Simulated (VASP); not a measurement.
# CaF2 (Fm-3m) in VASP: further runs

The runs below take CaF2 through electric field gradients, with LDA.

Program: VASP 6.6.1. These are calculated values, not measurements. Logs are shortened: lines on timing, memory, paths and dates and some standing lists are left out, and cuts for length are marked.

### 1 The cell of the first run

Symmetry: Fm-3m, No. 225, cubic system. Conventional cell: a = 5.444 Å, b = 5.444 Å, c = 5.444 Å, α = 90.00°, β = 90.00°, γ = 90.00°. Within 3.1 Å of Ca (site symmetry m-3m) lie 8 F at 2.36 Å. Within 3.1 Å of F (site symmetry -43m) lie 4 Ca at 2.36 Å and 6 F at 2.72 Å.

### 2 Electric field gradients, LDA (13.45 Å³/atom)

File INCAR:

```
PREC = Accurate
ENCUT = 520
EDIFF = 1E-8
ISMEAR = -1
SIGMA = 0.03
LREAL = F
LASPH = T
NELM = 120
ALGO = Normal
ISIF = 2
LWAVE = F
LCHARG = F
LEFG = T
NBANDS = 19
GGA_COMPAT = F
```

File KPOINTS:

```
regular mesh
0
Gamma
  10 10 10
```

File POSCAR:

```
CaF2
1.0
    0.0000000000      2.7221153164      2.7221153164
    2.7221153164      0.0000000000      2.7221153164
    2.7221153164      2.7221153164      0.0000000000
Ca F
1 2
Direct
    0.0000000000      0.0000000000      0.0000000000
    0.2500000000      0.2500000000      0.2500000000
    0.7500000000      0.7500000000      0.7500000000
```

Potentials or basis: VASP PAW LDA potentials, release 64 (Ca_sv, F).

Started as:

```
> cat potpaw_LDA.64/Ca_sv/POTCAR potpaw_LDA.64/F/POTCAR > POTCAR
> mpirun -np 1 vasp_std > vasp.out
```

OUTCAR:

```text
PREC = Accurate
   ENCUT = 520
   EDIFF = 1E-8
   ISMEAR = -1
   LREAL = F
   LASPH = T
   NELM = 120
   ISIF = 2

 ion  position               nearest neighbor table
   1  0.000  0.000  0.000-   3 2.36   3 2.36   3 2.36   2 2.36   3 2.36   2 2.36   2 2.36   2 2.36

   2  0.250  0.250  0.250-   1 2.36   1 2.36   1 2.36   1 2.36
   3  0.750  0.750  0.750-   1 2.36   1 2.36   1 2.36   1 2.36

  LATTYP: Found a face centered cubic cell.
 ALAT       =     5.4442306328

  Lattice vectors:

 A1 = (   0.0000000000,   2.7221153164,   2.7221153164)
 A2 = (   2.7221153164,   0.0000000000,   2.7221153164)
 A3 = (   2.7221153164,   2.7221153164,   0.0000000000)

Analysis of symmetry for initial positions (statically):
=====================================================================
 Subroutine PRICEL returns:
 Original cell was already a primitive cell.

 Routine SETGRP: Setting up the symmetry group for a
 face centered cubic supercell.

 Subroutine GETGRP returns: Found 48 space group operations
 (whereof 48 operations were pure point group operations)
 out of a pool of 48 trial point group operations.

The static configuration has the point symmetry O_h .

Analysis of symmetry for dynamics (positions and initial velocities):
=====================================================================
 Subroutine PRICEL returns:
 Original cell was already a primitive cell.

 Routine SETGRP: Setting up the symmetry group for a
 face centered cubic supercell.

 Subroutine GETGRP returns: Found 48 space group operations
 (whereof 48 operations were pure point group operations)
 out of a pool of 48 trial point group operations.

The dynamic configuration has the point symmetry O_h .

 Subroutine INISYM returns: Found 48 space group operations
 (whereof 48 operations are pure point group operations),
 and found     1 'primitive' translations

----------------------------------------------------------------------------------------

                                     Primitive cell

  volume of cell :      40.3413

  direct lattice vectors                    reciprocal lattice vectors
     0.000000000  2.722115316  2.722115316    -0.183680683  0.183680683  0.183680683
     2.722115316  0.000000000  2.722115316     0.183680683 -0.183680683  0.183680683
     2.722115316  2.722115316  0.000000000     0.183680683  0.183680683 -0.183680683

  length of vectors
     3.849652399  3.849652399  3.849652399     0.318144275  0.318144275  0.318144275

  position of ions in fractional coordinates (direct lattice)
     0.000000000  0.000000000  0.000000000
     0.250000000  0.250000000  0.250000000
     0.750000000  0.750000000  0.750000000

  ion indices of the primitive-cell ions
   primitive index   ion index
                 1           1
                 2           2
                 3           3

----------------------------------------------------------------------------------------

 KPOINTS: regular mesh

Automatic generation of k-mesh.
 Grid dimensions read from file:
 generate k-points for:   10   10   10

 Generating k-lattice:

  Cartesian coordinates                     Fractional coordinates (reciprocal lattice)
    -0.018368068  0.018368068  0.018368068     0.100000000  0.000000000  0.000000000
     0.018368068 -0.018368068  0.018368068     0.000000000  0.100000000  0.000000000
     0.018368068  0.018368068 -0.018368068     0.000000000  0.000000000  0.100000000

  Length of vectors
     0.031814427  0.031814427  0.031814427

  Shift w.r.t. Gamma in fractional coordinates (k-lattice)
     0.000000000  0.000000000  0.000000000

 Subroutine IBZKPT returns following result:
 ===========================================

 Found     47 irreducible k-points:

 Following reciprocal coordinates:
            Coordinates               Weight
  0.000000  0.000000  0.000000      1.000000
  0.100000  0.000000  0.000000      8.000000
  0.200000  0.000000  0.000000      8.000000
  0.300000  0.000000  0.000000      8.000000
  0.400000  0.000000  0.000000      8.000000
  0.500000  0.000000  0.000000      4.000000
[... 16 lines left out ...]
  0.300000  0.300000  0.000000      6.000000
  0.400000  0.300000  0.000000     24.000000
 [... further k-points ...]
   k-points           NKPTS =     47   k-points in BZ     NKDIM =     47   number of bands    NBANDS=     19
   number of dos      NEDOS =    301   number of ions     NIONS =      3
   total plane-waves  NPLWV =  27000
   dimension x,y,z NGX =    30 NGY =   30 NGZ =   30
   dimension x,y,z NGXF=    60 NGYF=   60 NGZF=   60
   ions per type =               1   2
   NGX,Y,Z   is equivalent  to a cutoff of  12.96, 12.96, 12.96 a.u.
   NGXF,Y,Z  is equivalent  to a cutoff of  25.91, 25.91, 25.91 a.u.
 SYSTEM =  unknown system
   PREC   = accura    normal or accurate (medium, high low for compatibility)
   ISTART =      0    job   : 0-new  1-cont  2-samecut
   ICHARG =      2    charge: 1-file 2-atom 10-const
   ISPIN  =      1    spin polarized calculation?
   LNONCOLLINEAR =      F non collinear calculations
   LSORBIT =      F    spin-orbit coupling
   LASPH  =      T    aspherical Exc in radial PAW
   ENCUT  =  520.0 eV  38.22 Ry    6.18 a.u.   7.16  7.16  7.16*2*pi/ulx,y,z
   NELM   =    120;   NELMIN=  2; NELMDL= -5     # of ELM steps
   EDIFF  = 0.1E-07   stopping-criterion for ELM
   LREAL  =      F    real-space projection
   EDIFFG = 0.1E-06   stopping-criterion for IOM
   NSW    =      0    number of steps for IOM
   IBRION =     -1    ionic relax: 0-MD 1-quasi-New 2-CG
   NFREE  =      0    steps in history (QN), initial steepest desc. (CG)
   ISIF   =      2    stress and relaxation
   ISYM   =      2    0-nonsym 1-usesym 2-fastsym
   POTIM  = 0.5000    time-step for ionic-motion
   TEBEG  =    0.0;   TEEND  =   0.0 temperature during run
   PSTRESS=    0.0 pullay stress
   NELECT =      24.0000    total number of electrons
   NUPDOWN=      -1.0000    fix difference up-down
   EMIN   =  10.00;   EMAX   =-10.00  energy-range for DOS
   EFERMI =   0.00;   METHOD = LEGACY
   ISMEAR =    -1;   SIGMA  =   0.03  broadening in eV -4-tet -1-fermi 0-gaus
   EFERMI_NEDOS =   21; number of points for ismear=-14 and -15
   IALGO  =     38    algorithm
   IMIX   =      4    mixing-type and parameters
     AMIX     =   0.40;   BMIX     =  1.00
     AMIX_MAG =   1.60;   BMIX_MAG =  1.00
  volume/ion in A,a.u.               =      13.45        90.75
  Fermi-wavevector in a.u.,A,eV,Ry     =   1.376878  2.601922 25.793822  1.895792
  Thomas-Fermi vector in A             =   2.502082
   LORBIT       =      0    0 simple, 1 ext, 2 COOP (PROOUT), +10 PAW based schemes
   GGA     = CA    functional components
   LHFCALC =     F    Hartree Fock is set to
   AEXX    =    0.0000 exact exchange contribution
   IVDW    =     0    specifies the selected vdW correction
   LEPSILON=     F    determine dielectric tensor
   LRPA    =     F    only Hartree local field effects (RPA)
 non-spin polarized calculation
  energy-cutoff  :      520.00
  volume of cell :       40.34
 maximum number of plane-waves:      1106
 NGX is ok and might be reduce to    30
   NGX = 15   NGY = 15   NGZ = 15

 number of electron      23.9999984 magnetization

 Free energy of the ion-electron system (eV)
  ---------------------------------------------------
  ext. energy  EPLUGINS =         0.00000000
  ---------------------------------------------------
  free energy    TOTEN  =       -18.97104886 eV

  energy without entropy =      -18.97104886  energy(sigma->0) =      -18.97104886

 E-fermi :  -0.6147     XC(G=0): -10.4210

 val. band max:       -1.3047702704   @ k =   0.5000   0.5000   0.0000
 cond. band min:       5.6552021152   @ k =   0.0000   0.0000   0.0000
 fundamental gap:      6.9599723857
 Fermi energy:        -0.6146501481

 k-point     1 :       0.0000    0.0000    0.0000
  band No.  band energies     occupation
      1     -36.6932      2.00000
      2     -20.8590      2.00000
      3     -20.0250      2.00000
      4     -17.9346      2.00000
      5     -17.9346      2.00000
      6     -17.9346      2.00000
[... 11 lines left out ...]
     18       9.9656      0.00000
     19      15.2596      0.00000
[... 485 lines left out ...]
 k-point    24 :       0.4000    0.3000    0.0000
  band No.  band energies     occupation
      1     -36.6512      2.00000
      2     -21.1523      2.00000
      3     -20.3409      2.00000
      4     -18.0265      2.00000
      5     -17.9849      2.00000
      6     -17.3529      2.00000
[... 11 lines left out ...]
     18      10.0178      0.00000
     19      14.3484      0.00000

 [... further k-points ...]
[... 5 lines left out ...]
  --------------------------------------------------------------------------------------
  -------------------------------------------------------------------------------------
  Total       -1.3413977     -1.3413977     -1.3413977      0.0000000      0.0000000      0.0000000
  in kB      -53.2744031    -53.2744031    -53.2744031      0.0000000      0.0000000      0.0000000
  external PRESSURE =     -53.2744031 kB  Pullay stress =       0.0000000 kB

 VOLUME and BASIS-vectors are now :
 -----------------------------------------------------------------------------
  energy-cutoff  :      520.00
  volume of cell :       40.34
      direct lattice vectors                 reciprocal lattice vectors
     0.000000000  2.722115316  2.722115316    -0.183680683  0.183680683  0.183680683
     2.722115316  0.000000000  2.722115316     0.183680683 -0.183680683  0.183680683
     2.722115316  2.722115316  0.000000000     0.183680683  0.183680683 -0.183680683

 POSITION                                       TOTAL-FORCE (eV/Angst)
 -----------------------------------------------------------------------------------
      0.00000      0.00000      0.00000         0.000000     -0.000000     -0.000000
      1.36106      1.36106      1.36106        -0.000000      0.000000      0.000000
      4.08317      4.08317      4.08317         0.000000     -0.000000     -0.000000
 -----------------------------------------------------------------------------------
    total drift:                                0.000000     -0.000000      0.000000

  FREE ENERGIE OF THE ION-ELECTRON SYSTEM (eV)
  ---------------------------------------------------
  free  energy   TOTEN  =       -18.9710488579 eV

  energy  without entropy=      -18.9710488579  energy(sigma->0) =      -18.97104886

 Electric field gradients (V/A^2)
---------------------------------------------------------------------
 ion       V_xx      V_yy      V_zz      V_xy      V_xz      V_yz
---------------------------------------------------------------------
   1       0.000    -0.000     0.000    -0.000    -0.000    -0.000
   2       0.000     0.000     0.000    -0.002    -0.002    -0.002
   3       0.000     0.000     0.000    -0.002    -0.002    -0.002
---------------------------------------------------------------------

 Electric field gradients after diagonalization (V/A^2)
 (convention: |V_zz| > |V_xx| > |V_yy|)
----------------------------------------------------------------------
 ion       V_xx      V_yy      V_zz     asymmetry (V_yy - V_xx)/ V_zz
----------------------------------------------------------------------
   1       0.000     0.000    -0.001       0.000
   2       0.002     0.002    -0.005       0.000
   3       0.002     0.002    -0.005       0.000
----------------------------------------------------------------------

           NMR quadrupolar parameters

 Cq : quadrupolar parameter    Cq=e*Q*V_zz/h
 eta: asymmetry parameters     (V_yy - V_xx)/ V_zz
 Q  : nuclear electric quadrupole moment in mb (millibarn)
----------------------------------------------------------------------
 ion       Cq(MHz)       eta       Q (mb)
----------------------------------------------------------------------
   1      -0.000       0.000       1.000
   2      -0.000       0.000       1.000
   3      -0.000       0.000       1.000
----------------------------------------------------------------------
```

Run time: 21 s. Hardware: 1 thread of Intel Xeon Platinum 8559C (Emerald Rapids), shared host; peak memory 0.16 GiB.

Results:

```yaml
Free_energy: -18.9710 eV
Pressure: -5.3 GPa
Band_gap_on_the_k_mesh: 6.96 eV (least direct gap 7.22 eV)
Largest_electric_field_gradient_by_atom: zero within the noise of the run
```

Levels at points of the mesh, in eV from the valence-band top:
```tsv
k point	band 8	band 9	band 10	band 11	band 12	band 13	band 14	band 15	band 16	band 17
(0.00, 0.00, 0.00)	-2.20	-2.20	-0.26	-0.26	-0.26	6.96	9.07	9.07	11.27	11.27
(0.50, 0.00, 0.00)	-1.59	-1.34	-1.29	-0.86	-0.86	9.30	9.30	9.71	10.35	10.98
(0.50, 0.50, 0.00)	-1.69	-1.69	-0.38	-0.38	0.00	7.89	9.48	10.06	10.89	10.89
```

Caveat: the cell stands under tension. A k mesh can miss the band edges.

### 3 Electric field gradients, LDA (13.85 Å³/atom)

This run uses another cell than the first one, of 13.85 Å³/atom.

File INCAR:

```
SYSTEM = CaF2
PREC = Accurate ; ENCUT = 520
EDIFF = 1E-8 ; ISMEAR = -1
SIGMA = 0.03 ; LREAL = .False.
LASPH = .True. ; NELM = 120
ALGO = Normal ; ISIF = 2
LWAVE = .False. ; LCHARG = .False.
GGA = CA ; LEFG = .True.
NBANDS = 19 ; GGA_COMPAT = .False.
```

File KPOINTS:

```
Automatic mesh
0
Gamma
  10 10 10
  0 0 0
```

File POSCAR:

```
CaF2
1.0
    0.0000000000      2.7493382755      2.7493382755
    2.7493382755      0.0000000000      2.7493382755
    2.7493382755      2.7493382755      0.0000000000
Ca F
1 2
Direct
    0.0000000000      0.0000000000      0.0000000000
    0.2500000000      0.2500000000      0.2500000000
    0.7500000000      0.7500000000      0.7500000000
```

Potentials or basis: VASP PAW LDA potentials, release 64 (Ca_sv, F).

Started as:

```
> cat potpaw_LDA.64/Ca_sv/POTCAR potpaw_LDA.64/F/POTCAR > POTCAR
> mpirun -np 1 vasp_std > vasp.out
```

OUTCAR:

```text
SYSTEM = CaF2
   PREC = Accurate
   ENCUT = 520
   EDIFF = 1E-8
   ISMEAR = -1
   LREAL = .False.
   LASPH = .True.
   NELM = 120
   ISIF = 2
   GGA = CA

 ion  position               nearest neighbor table
   1  0.000  0.000  0.000-   3 2.38   3 2.38   3 2.38   2 2.38   3 2.38   2 2.38   2 2.38   2 2.38

   2  0.250  0.250  0.250-   1 2.38   1 2.38   1 2.38   1 2.38
   3  0.750  0.750  0.750-   1 2.38   1 2.38   1 2.38   1 2.38

  LATTYP: Found a face centered cubic cell.
 ALAT       =     5.4986765510

  Lattice vectors:

 A1 = (   0.0000000000,   2.7493382755,   2.7493382755)
[... 748 lines left out ...]

 Electric field gradients (V/A^2)
---------------------------------------------------------------------
 ion       V_xx      V_yy      V_zz      V_xy      V_xz      V_yz
---------------------------------------------------------------------
   1       0.000    -0.000     0.000    -0.000    -0.000    -0.000
   2      -0.000     0.000     0.000    -0.001    -0.001    -0.001
   3      -0.000     0.000    -0.000    -0.001    -0.001    -0.001
---------------------------------------------------------------------

 Electric field gradients after diagonalization (V/A^2)
 (convention: |V_zz| > |V_xx| > |V_yy|)
----------------------------------------------------------------------
 ion       V_xx      V_yy      V_zz     asymmetry (V_yy - V_xx)/ V_zz
----------------------------------------------------------------------
   1       0.000     0.000    -0.000       0.000
   2       0.001     0.001    -0.001       0.000
   3       0.001     0.001    -0.001       0.000
----------------------------------------------------------------------

           NMR quadrupolar parameters

 Cq : quadrupolar parameter    Cq=e*Q*V_zz/h
 eta: asymmetry parameters     (V_yy - V_xx)/ V_zz
 Q  : nuclear electric quadrupole moment in mb (millibarn)
----------------------------------------------------------------------
 ion       Cq(MHz)       eta       Q (mb)
----------------------------------------------------------------------
   1      -0.000       0.000       1.000
   2      -0.000       0.000       1.000
   3      -0.000       0.000       1.000
----------------------------------------------------------------------
```

Run time: 22 s. Hardware: 1 thread of Intel Xeon Platinum 8559C (Emerald Rapids), shared host; peak memory 0.16 GiB.

What came out:

```
Free energy                             : -18.9246 eV
Pressure                                : -7.5 GPa
Band gap on the k mesh                  : 6.79 eV (least direct gap 7.04 eV)
Largest electric field gradient by atom : zero within the noise of the run
```

Levels at points of the mesh, in eV from the valence-band top:
```csv
k point,band 10,band 11,band 12,band 13,band 14,band 15
"(0.00, 0.00, 0.00)",-0.26,-0.26,-0.26,6.79,8.95,8.95
"(0.50, 0.00, 0.00)",-1.25,-0.84,-0.84,9.17,9.17,9.52
"(0.50, 0.50, 0.00)",-0.36,-0.36,0.00,7.81,9.31,9.90
```

Caveat: the cell stands under tension. A k mesh can miss the band edges.

(Part 1 of 2 ends here.)
